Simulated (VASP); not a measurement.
Write the native input for VASP 6.6.1 that does the following.

- Task: single point
- Functional: PBE
- Potentials or basis: VASP PAW PBE potentials, release 64 (Fe)
- Cutoff: 520 eV
- k mesh: 20 × 20 × 20
- Occupations: gaussian, width 0.1 eV
- Spin: collinear spin, ferromagnetic start
- Starting moments: [2.41] μB
- Dipole correction: no
- Further INCAR settings: ALGO = Normal; EDIFF = 1e-06; NBANDS = 14

The structure of Fe lies in POSCAR:

```
Fe
1.0
   -1.4158326577      1.4158326577      1.4158326577
    1.4158326577     -1.4158326577      1.4158326577
    1.4158326577      1.4158326577     -1.4158326577
Fe
1
Direct
    0.0000000000      0.0000000000      0.0000000000
```

One way to write it, as run:

INCAR

```
PREC     = Accurate       # precision mode
ENCUT    = 520            # plane-wave cutoff, eV
EDIFF    = 1E-6           # SCF threshold, eV
ISMEAR   = 0              # smearing method
SIGMA    = 0.1            # smearing width, eV
LREAL    = F              # projectors in reciprocal space
LASPH    = T              # aspherical terms in the spheres
NELM     = 150            # most SCF steps
ALGO     = Normal         # electronic algorithm
ISIF     = 2              # what is computed and relaxed
LWAVE    = F              # write WAVECAR
LCHARG   = F              # write CHGCAR
ISPIN    = 2              # spin polarisation
MAGMOM   = 2.41           # initial moments
LORBIT   = 11             # projections on sites
LMAXMIX  = 4              # l up to which the mixer works
GGA      = PE             # functional
NBANDS   = 14             # bands
```

KPOINTS

```
regular mesh
0
Gamma
  20 20 20
```

Potentials or basis: VASP PAW PBE potentials, release 64 (Fe).

Run with:

```sh
$ cat potpaw_PBE.64/Fe/POTCAR > POTCAR
$ mpirun -np 1 vasp_std > vasp.out
```

Results of the run:

```json
{
 "Pressure": "0.1 GPa",
 "Net moment": "2.20 μB per cell",
 "Site moments": "Fe +2.19 μB",
 "Valence electrons inside the program's atomic spheres": "Fe 7.27"
}
```

Run time: 63 s on 1 thread of Intel Xeon 8259CL, on a shared host, peak memory 0.17 GiB.
